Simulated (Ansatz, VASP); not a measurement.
# Two plane-wave programs on AlIn3As4

File INCAR:

```
  PREC = Accurate
  ENCUT = 520
  EDIFF = 1E-6
  ISMEAR = 0
  SIGMA = 0.2
  LREAL = F
  LASPH = T
  NELM = 80
  ALGO = Normal
  ISIF = 2
  LWAVE = F
  LCHARG = T
  GGA = PE
  LELF = T
  LVHAR = T
  NBANDS = 41
```

Contents of KPOINTS:

```
Automatic mesh
0
Gamma
  4 4 4
```

Contents of POSCAR:

```
AlIn3As4
1.0
    6.0641742734      0.0000000000      0.0000000000
    0.0000000000      6.0641742734      0.0000000000
    0.0000000000      0.0000000000      6.0641742734
Al In As
1 3 4
Direct
    0.5000000000      0.5000000000      0.5000000000
    0.0000000000      0.0000000000      0.5000000000
    0.0000000000      0.5000000000      0.0000000000
    0.5000000000      0.0000000000      0.0000000000
    0.2610404952      0.2610404952      0.2610404952
    0.2610404952      0.7389595048      0.7389595048
    0.7389595048      0.2610404952      0.7389595048
    0.7389595048      0.7389595048      0.2610404952
```

Input for Ansatz:

```yaml
crystal:
  lattice:
    - [6.0641742734, 0.0, 0.0]
    - [0.0, 6.0641742734, 0.0]
    - [0.0, 0.0, 6.0641742734]
  atoms:
    - { symbol: Al, position: [0.5, 0.5, 0.5] }
    - { symbol: In, position: [0.0, 0.0, 0.5] }
    - { symbol: In, position: [0.0, 0.5, 0.0] }
    - { symbol: In, position: [0.5, 0.0, 0.0] }
    - { symbol: As, position: [0.2610404952, 0.2610404952, 0.2610404952] }
    - { symbol: As, position: [0.2610404952, 0.7389595048, 0.7389595048] }
    - { symbol: As, position: [0.7389595048, 0.2610404952, 0.7389595048] }
    - { symbol: As, position: [0.7389595048, 0.7389595048, 0.2610404952] }
basis:
  ecutwfc: 420
kpoints:
  mp_grid: { grid: [4, 4, 4] }
hamiltonian:
  xc: pbe
scf:
  occupations: { method: gaussian, width: 0.2 }
  lower_state_search: "off"
output:
  forces: true
  stress: true
  eigenvalues: true
```

Alike in both runs: task single point; functional PBE; k mesh 4 × 4 × 4; occupations gaussian, width 0.2 eV; no spin polarisation.

|  | VASP | Ansatz |
| --- | --- | --- |
| version | VASP 6.6.1 | Ansatz 0.2.0 |
| potentials or method | VASP PAW PBE potentials, release 64 (Al, In_d, As), cutoff 520 eV | scalar-relativistic, plane waves, PAW |
| valence electrons in the cell | 62 | 102 |

|  | VASP | Ansatz | Ansatz less VASP |
| --- | --- | --- | --- |
| gap on the k mesh at the Fermi level (eV) | none | none | - |
| pressure (GPa) | 0.1 | 0.1 | -0.06 |

A gap of «none» marks a metal or a gap that the smearing closes. VASP's potentials hold 62 valence electrons a cell and Ansatz's 102, so a difference there can come from the potentials and not from the codes.
